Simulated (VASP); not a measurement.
# Os (P6_3/mmc) in VASP: further runs, part 2 of 2

VASP 6.6.1.

## (4) Single point, PBE

Contents of INCAR:

```
PREC = Accurate ; ENCUT = 520
EDIFF = 1E-6 ; ISMEAR = -1
SIGMA = 0.1 ; LREAL = False
LASPH = True ; NELM = 80
ALGO = Normal ; ISIF = 2
LWAVE = False ; LCHARG = False
GGA = PE ; NBANDS = 15
```

Contents of KPOINTS:

```
regular mesh
0
Gamma
  5 5 3
```

Contents of POSCAR:

```
Os
1.0
    2.7559294133      0.0000000000      0.0000000000
   -1.3779647066      2.3867048830      0.0000000000
    0.0000000000      0.0000000000      4.3426533301
Os
2
Direct
    0.3333333333      0.6666666667      0.2500000000
    0.6666666667      0.3333333333      0.7500000000
```

Potentials or basis: VASP PAW PBE potentials, release 64 (Os).

On the command line:

```console
> cat potpaw_PBE.64/Os/POTCAR > POTCAR
> mpirun -np 1 vasp_std > vasp.out
```

OUTCAR:

```text
PREC = Accurate
   ENCUT = 520
   EDIFF = 1E-6
   ISMEAR = -1
   LREAL = False
   LASPH = True
   NELM = 80
   ISIF = 2
   GGA = PE

 ion  position               nearest neighbor table
   1  0.333  0.667  0.250-   2 2.69   2 2.69   2 2.69   2 2.69   2 2.69   2 2.69
   2  0.667  0.333  0.750-   1 2.69   1 2.69   1 2.69   1 2.69   1 2.69   1 2.69

  LATTYP: Found a hexagonal cell.
 ALAT       =     2.7559294133
 C/A-ratio  =     1.5757491136

  Lattice vectors:

 A1 = (   2.7559294133,   0.0000000000,   0.0000000000)
 A2 = (  -1.3779647066,   2.3867048830,   0.0000000000)
 A3 = (   0.0000000000,   0.0000000000,   4.3426533301)

Analysis of symmetry for initial positions (statically):
=====================================================================
 Subroutine PRICEL returns:
 Original cell was already a primitive cell.

 Routine SETGRP: Setting up the symmetry group for a
 hexagonal supercell.

 Subroutine GETGRP returns: Found 24 space group operations
 (whereof 12 operations were pure point group operations)
 out of a pool of 24 trial point group operations.

The static configuration has the point symmetry D_3d.
 The point group associated with its full space group is D_6h.

Analysis of symmetry for dynamics (positions and initial velocities):
=====================================================================
 Subroutine PRICEL returns:
 Original cell was already a primitive cell.

 Routine SETGRP: Setting up the symmetry group for a
 hexagonal supercell.

 Subroutine GETGRP returns: Found 24 space group operations
 (whereof 12 operations were pure point group operations)
 out of a pool of 24 trial point group operations.

The dynamic configuration has the point symmetry D_3d.
 The point group associated with its full space group is D_6h.

 Subroutine INISYM returns: Found 24 space group operations
 (whereof 12 operations are pure point group operations),
 and found     1 'primitive' translations

[... 105 lines left out ...]
   LHFCALC =     F    Hartree Fock is set to
   AEXX    =    0.0000 exact exchange contribution
   IVDW    =     0    specifies the selected vdW correction
   LEPSILON=     F    determine dielectric tensor
   LRPA    =     F    only Hartree local field effects (RPA)
 non-spin polarized calculation
  energy-cutoff  :      520.00
  volume of cell :       28.56
 maximum number of plane-waves:       776
   NGX = 11   NGY = 11   NGZ = 17

 number of electron      15.9999999 magnetization

 Free energy of the ion-electron system (eV)
  ---------------------------------------------------
  ext. energy  EPLUGINS =         0.00000000
  ---------------------------------------------------
  free energy    TOTEN  =       -22.41303068 eV

  energy without entropy =      -22.34438658  energy(sigma->0) =      -22.37870863

 E-fermi :   9.0835     XC(G=0): -13.9411

 val. band max:        9.0395393938   @ k =   0.0000   0.0000   0.3333
 cond. band min:       9.2055061032   @ k =   0.0000   0.0000   0.0000
 fundamental gap:      0.1659667094
 Fermi energy:         9.0835475953

 k-point     1 :       0.0000    0.0000    0.0000
  band No.  band energies     occupation
      1      -1.5984      2.00000
      2       1.5646      2.00000
      3       6.1895      2.00000
      4       6.1895      2.00000
      5       6.4558      2.00000
      6       7.0093      2.00000
      7       7.0093      2.00000
      8       7.5985      2.00000
      9       7.5985      2.00000
     10       9.2055      0.45602
     11      10.7725      0.00000
     12      10.7725      0.00000
     13      18.0042      0.00000
     14      23.1942      0.00000
[... 149 lines left out ...]
      2       3.4771      2.00000
      3       3.8813      2.00000
      4       4.7837      2.00000
      5       5.2388      2.00000
      6       6.8720      2.00000
      7       7.8902      1.99999
      8       9.0076      1.36242
      9      10.6440      0.00000
     10      11.3661      0.00000
     11      14.7896      0.00000
     12      15.0647      0.00000
     13      18.6443      0.00000
     14      18.9984      0.00000
     15      20.7303      0.00000

------------------------ aborting loop because EDIFF is reached ----------------------------------------

  FORCE on cell =-STRESS in cart. coord.  units (eV):
  Direction    XX          YY          ZZ          XY          YZ          ZX
  --------------------------------------------------------------------------------------
  -------------------------------------------------------------------------------------
  Total       -0.4412876     -0.4412876      1.3373911     -0.0000000      0.0000000      0.0000000
  in kB      -24.7520016    -24.7520016     75.0148125     -0.0000000      0.0000000      0.0000000
  external PRESSURE =       8.5036031 kB  Pullay stress =       0.0000000 kB

 VOLUME and BASIS-vectors are now :
 -----------------------------------------------------------------------------
  energy-cutoff  :      520.00
  volume of cell :       28.56
      direct lattice vectors                 reciprocal lattice vectors
     2.755929413  0.000000000  0.000000000     0.362853996  0.209493852  0.000000000
    -1.377964707  2.386704883  0.000000000     0.000000000  0.418987704  0.000000000
     0.000000000  0.000000000  4.342653330     0.000000000  0.000000000  0.230273965

 POSITION                                       TOTAL-FORCE (eV/Angst)
 -----------------------------------------------------------------------------------
     -0.00000      1.59114      1.08566         0.000000      0.000000      0.000000
      1.37796      0.79557      3.25699        -0.000000     -0.000000      0.000000
 -----------------------------------------------------------------------------------
    total drift:                               -0.000000      0.000000     -0.000000

  FREE ENERGIE OF THE ION-ELECTRON SYSTEM (eV)
  ---------------------------------------------------
  free  energy   TOTEN  =       -22.4130306828 eV

  energy  without entropy=      -22.3443865820  energy(sigma->0) =      -22.37870863
```

OSZICAR:

```text
N       E                     dE             d eps       ncg     rms          rms(c)
DAV:   1     0.100871660146E+03    0.10087E+03   -0.73680E+03   300   0.102E+03
DAV:   2    -0.187250161764E+02   -0.11960E+03   -0.10470E+03   307   0.326E+02
DAV:   3    -0.238121050155E+02   -0.50871E+01   -0.48941E+01   398   0.577E+01
DAV:   4    -0.238656645403E+02   -0.53560E-01   -0.53397E-01   335   0.588E+00
DAV:   5    -0.238659386000E+02   -0.27406E-03   -0.27405E-03   391   0.401E-01    0.224E+01
DAV:   6    -0.227526852776E+02    0.11133E+01   -0.91562E-01   391   0.822E+00    0.100E+01
DAV:   7    -0.224214801644E+02    0.33121E+00   -0.63601E-01   384   0.675E+00    0.443E-01
DAV:   8    -0.224160219273E+02    0.54582E-02   -0.57634E-03   300   0.546E-01    0.307E-01
DAV:   9    -0.224130298235E+02    0.29921E-02   -0.15901E-03   356   0.398E-01    0.518E-02
DAV:  10    -0.224130532787E+02   -0.23455E-04   -0.71562E-05   377   0.737E-02    0.120E-02
DAV:  11    -0.224130313688E+02    0.21910E-04   -0.39458E-06   335   0.204E-02    0.128E-03
DAV:  12    -0.224130306828E+02    0.68599E-06   -0.90942E-08   220   0.310E-03
   1 F= -.22413031E+02 E0= -.22378709E+02  d E =-.686441E-01
```

stdout:

```text
POSCAR found type information on POSCAR Os
 POSCAR found :  1 types and       2 ions
 scaLAPACK will be used
 LDA part: xc-table for (Slater+PW92), standard interpolation
 POSCAR, INCAR and KPOINTS ok, starting setup
 FFT: planning ... GRIDC
 FFT: planning ... GRID_SOFT
 FFT: planning ... GRID
 WAVECAR not read
 entering main loop
```

Wall time 2.9 s (1 thread of Intel Xeon 6975P-C (Granite Rapids), shared host); peak memory 0.13 GiB.

What came out:

```yaml
Free_energy: -22.4130 eV
Pressure: 0.9 GPa
Band_gap_on_the_k_mesh: zero (band 8 reaches 10.54 eV, above the bottom of band 9 at 7.60 eV)
```

Caveat: the k points lie up to 0.53 Å⁻¹ apart; spin-orbit coupling is left out, which moves the levels of the heavy elements.

## (5) Single point, PBE

Contents of INCAR:

```
SYSTEM = Os
  PREC = Accurate
  ENCUT = 520
  EDIFF = 1E-7
  ISMEAR = -1
  SIGMA = 0.1
  LREAL = .FALSE.
  LASPH = .TRUE.
  NELM = 100
  ALGO = Normal
  ISIF = 2
  LWAVE = .FALSE.
  LCHARG = .TRUE.
  GGA = PE
  LELF = .TRUE.
  LVHAR = .TRUE.
  NBANDS = 15
```

Contents of KPOINTS:

```
regular mesh
0
G
  6 6 4
  0 0 0
```

POSCAR is that of step 4.

Potentials or basis: VASP PAW PBE potentials, release 64 (Os).

On the command line:

```console
> cat potpaw_PBE.64/Os/POTCAR > POTCAR
> mpirun -np 1 vasp_std > vasp.out
```

OUTCAR:

```text
SYSTEM = Os
   PREC = Accurate
   ENCUT = 520
   EDIFF = 1E-7
   ISMEAR = -1
   LREAL = .FALSE.
   LASPH = .TRUE.
   NELM = 100
   ISIF = 2
   GGA = PE

 ion  position               nearest neighbor table
   1  0.333  0.667  0.250-   2 2.69   2 2.69   2 2.69   2 2.69   2 2.69   2 2.69
   2  0.667  0.333  0.750-   1 2.69   1 2.69   1 2.69   1 2.69   1 2.69   1 2.69

  LATTYP: Found a hexagonal cell.
 ALAT       =     2.7559294133
 C/A-ratio  =     1.5757491136

  Lattice vectors:

 A1 = (   2.7559294133,   0.0000000000,   0.0000000000)
 A2 = (  -1.3779647066,   2.3867048830,   0.0000000000)
 A3 = (   0.0000000000,   0.0000000000,   4.3426533301)

Analysis of symmetry for initial positions (statically):
=====================================================================
 Subroutine PRICEL returns:
 Original cell was already a primitive cell.

 Routine SETGRP: Setting up the symmetry group for a
 hexagonal supercell.

 Subroutine GETGRP returns: Found 24 space group operations
 (whereof 12 operations were pure point group operations)
 out of a pool of 24 trial point group operations.

[... 172 lines left out ...]
      5       6.4599      2.00000
      6       6.9969      2.00000
      7       6.9969      2.00000
      8       7.6091      2.00000
      9       7.6091      2.00000
     10       9.2159      1.79440
     11      10.7811      0.00000
     12      10.7811      0.00000
     13      18.0112      0.00000
     14      23.1815      0.00000
[... 347 lines left out ...]
      2       3.4706      2.00000
      3       4.3365      2.00000
      4       4.3365      2.00000
      5       5.7945      2.00000
      6       5.7945      2.00000
      7       7.8366      2.00000
      8       7.8366      2.00000
      9      10.7166      0.00001
     10      10.7166      0.00001
     11      17.2918      0.00000
     12      17.2918      0.00000
     13      18.3311      0.00000
     14      18.3311      0.00000
     15      20.2528      0.00000

------------------------ aborting loop because EDIFF is reached ----------------------------------------

  FORCE on cell =-STRESS in cart. coord.  units (eV):
  Direction    XX          YY          ZZ          XY          YZ          ZX
  --------------------------------------------------------------------------------------
  -------------------------------------------------------------------------------------
  Total        0.3376709      0.3376709     -0.3774192      0.0000000     -0.0000000      0.0000000
  in kB       18.9401013     18.9401013    -21.1695965      0.0000000     -0.0000000      0.0000000
  external PRESSURE =       5.5702021 kB  Pullay stress =       0.0000000 kB

 VOLUME and BASIS-vectors are now :
 -----------------------------------------------------------------------------
  energy-cutoff  :      520.00
  volume of cell :       28.56
      direct lattice vectors                 reciprocal lattice vectors
     2.755929413  0.000000000  0.000000000     0.362853996  0.209493852  0.000000000
    -1.377964707  2.386704883  0.000000000     0.000000000  0.418987704  0.000000000
     0.000000000  0.000000000  4.342653330     0.000000000  0.000000000  0.230273965

 POSITION                                       TOTAL-FORCE (eV/Angst)
 -----------------------------------------------------------------------------------
     -0.00000      1.59114      1.08566         0.000000     -0.000000      0.000000
      1.37796      0.79557      3.25699        -0.000000      0.000000      0.000000
 -----------------------------------------------------------------------------------
    total drift:                               -0.000000      0.000000     -0.000000

  FREE ENERGIE OF THE ION-ELECTRON SYSTEM (eV)
  ---------------------------------------------------
  free  energy   TOTEN  =       -22.4527674349 eV

  energy  without entropy=      -22.3967503017  energy(sigma->0) =      -22.42475887
```

OSZICAR:

```text
N       E                     dE             d eps       ncg     rms          rms(c)
DAV:   1     0.102857563743E+03    0.10286E+03   -0.74194E+03   630   0.101E+03
DAV:   2    -0.190101176727E+02   -0.12187E+03   -0.10706E+03   637   0.327E+02
DAV:   3    -0.238701215388E+02   -0.48600E+01   -0.47283E+01   847   0.568E+01
DAV:   4    -0.239037825263E+02   -0.33661E-01   -0.33642E-01   693   0.508E+00
DAV:   5    -0.239039818625E+02   -0.19934E-03   -0.19933E-03   854   0.353E-01    0.223E+01
DAV:   6    -0.227895645698E+02    0.11144E+01   -0.93963E-01   812   0.826E+00    0.997E+00
DAV:   7    -0.224612273657E+02    0.32834E+00   -0.64107E-01   798   0.672E+00    0.472E-01
DAV:   8    -0.224554869920E+02    0.57404E-02   -0.61820E-03   644   0.569E-01    0.298E-01
DAV:   9    -0.224527669764E+02    0.27200E-02   -0.14104E-03   749   0.378E-01    0.511E-02
DAV:  10    -0.224527929582E+02   -0.25982E-04   -0.77345E-05   784   0.770E-02    0.108E-02
DAV:  11    -0.224527686461E+02    0.24312E-04   -0.46538E-06   707   0.226E-02    0.114E-03
DAV:  12    -0.224527677286E+02    0.91747E-06   -0.10300E-07   708   0.340E-03    0.110E-03
DAV:  13    -0.224527675041E+02    0.22456E-06   -0.75234E-09   399   0.740E-04    0.217E-04
DAV:  14    -0.224527674349E+02    0.69114E-07   -0.18432E-09   350   0.486E-04
   1 F= -.22452767E+02 E0= -.22424759E+02  d E =-.560171E-01
```

stdout:

```text
POSCAR found type information on POSCAR Os
 POSCAR found :  1 types and       2 ions
 scaLAPACK will be used
 LDA part: xc-table for (Slater+PW92), standard interpolation
 POSCAR, INCAR and KPOINTS ok, starting setup
 FFT: planning ... GRIDC
 FFT: planning ... GRID_SOFT
 FFT: planning ... GRID
 WAVECAR not read
 entering main loop
```

Run time: 5 s. Hardware: 1 thread of Intel Xeon 6975P-C (Granite Rapids), shared host; peak memory 0.13 GiB.

Results:

* Free energy: -22.4528 eV
* Pressure: 0.6 GPa
* Band gap on the k mesh: zero (band 8 reaches 11.08 eV, above the bottom of band 9 at 7.61 eV)

Caveat: the k points lie up to 0.44 Å⁻¹ apart; spin-orbit coupling is left out, which moves the levels of the heavy elements.

## (6) The runs side by side

| k mesh | gap on the mesh (eV) | pressure (GPa) |
| --- | --- | --- |
| 2 × 2 × 1 | none | 6.5 |
| 3 × 3 × 2 | none | 9.0 |
| 5 × 5 × 3 | none | 0.9 |
| 6 × 6 × 4 | none | 0.6 |

Alike in all rows: task single point; level PBE; potentials or basis VASP PAW PBE potentials, release 64 (Os); no spin polarisation; cell as given; cutoff (eV) 520; smearing fermi-dirac 0.1 eV.

Caveats: all runs use coarse meshes; spin-orbit coupling is left out, which moves the levels of the heavy elements.

Total energies depend on the potentials used, so only differences within one code and one set of settings carry meaning.
